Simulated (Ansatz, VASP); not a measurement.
One calculation of ZnS, two programs

```
Zn S
1.0
     0.00000    2.68387    2.68387
     2.68387    0.00000    2.68387
     2.68387    2.68387    0.00000
Zn S
1 1
Direct
  0.75000 0.75000 0.75000
  0.00000 0.00000 0.00000
```

Alike in both runs: task single point; functional r2SCAN; k mesh 9 × 9 × 9; occupations fermi-dirac, width 0.05 eV; no spin polarisation.

|  | VASP | Ansatz |
| --- | --- | --- |
| version | VASP 6.6.1 | Ansatz 0.2.0 |
| potentials or method | VASP PAW PBE potentials, release 64 (Zn, S) | Ansatz PAW |
| plane-wave cutoff (eV) | 520 | 500 |
| valence electrons in the cell | 18 | 18 |

Ansatz gave:

| Item | Value |
| --- | --- |
| gap on the k mesh at the Fermi level (eV) | 2.76 |
| least direct gap on the mesh (eV) | 2.76 |
| pressure (GPa) | 1.0 |

Task: Estimate VASP's values.

Result: gap on the k mesh at the Fermi level (eV): 2.77; least direct gap on the mesh (eV): 2.77; pressure (GPa): 0.9.

VASP's potentials were made for PBE, not for r2SCAN.

Noted on Ansatz's run: odd divisions of the mesh miss points on the zone boundary, where band edges often lie, so the gap on the mesh can be too wide.
